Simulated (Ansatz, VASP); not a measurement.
**Two plane-wave programs on KCl**

File INCAR:

```
SYSTEM = KCl
PREC     = Accurate       ! precision mode
ENCUT    = 500            ! plane-wave cutoff, eV
EDIFF    = 1E-6           ! SCF threshold, eV
ISMEAR   = -1             ! smearing method
SIGMA    = 0.05           ! smearing width, eV
LREAL    = .False.        ! projectors in reciprocal space
LASPH    = .True.         ! aspherical terms in the spheres
NELM     = 120            ! most SCF steps
ALGO     = Normal         ! electronic algorithm
ISIF     = 2              ! what is computed and relaxed
LWAVE    = .False.        ! write WAVECAR
LCHARG   = .False.        ! write CHGCAR
GGA      = PS             ! functional
NBANDS   = 15             ! bands
GGA_COMPAT= .False.
```

Contents of KPOINTS:

```
Automatic mesh
0
Gamma
  6 6 6
  0 0 0
```

Contents of POSCAR:

```
KCl
1.0
    0.0000000000      3.1464700000      3.1779347000
    3.1464700000      0.0000000000      3.1779347000
    3.1464700000      3.1464700000      0.0000000000
K Cl
1 1
Direct
    0.0000000000      0.0000000000      0.0000000000
    0.5000000000      0.5000000000      0.5000000000
```

input.yaml

```yaml
crystal:
  lattice:
    - [0.0, 3.14647, 3.1779347]
    - [3.14647, 0.0, 3.1779347]
    - [3.14647, 3.14647, 0.0]
  atoms:
    - { symbol: K, position: [0.0, 0.0, 0.0] }
    - { symbol: Cl, position: [0.5, 0.5, 0.5] }
hamiltonian:
  xc: pbesol
  pseudopotentials: { kind: paw }
kpoints:
  mp_grid: { grid: [6, 6, 6] }
scf:
  occupations: { method: fermi_dirac, width: 0.05 }
output:
  forces: true
  stress: true
  eigenvalues: true
```

Alike in both runs: task single point; functional PBEsol; k mesh 6 × 6 × 6; occupations fermi-dirac, width 0.05 eV; no spin polarisation.

|  | VASP | Ansatz |
| --- | --- | --- |
| version | VASP 6.6.1 | Ansatz 0.2.0 |
| potentials or method | VASP PAW PBE potentials, release 64 (K_sv, Cl) | Ansatz PAW |
| plane-wave cutoff (eV) | 500 | 420 |
| valence electrons in the cell | 16 | 16 |

|  | VASP | Ansatz | Ansatz less VASP |
| --- | --- | --- | --- |
| gap on the k mesh at the Fermi level (eV) | 4.99 | 4.99 | +0.004 |
| least direct gap on the mesh (eV) | 4.99 | 4.99 | +0.004 |
| pressure (GPa) | -0.5 | -0.6 | -0.02 |
| traceless stress, the component that is largest in VASP (GPa) | -0.20 | -0.20 | +0.005 |

VASP's potentials were made for PBE, not for PBEsol.
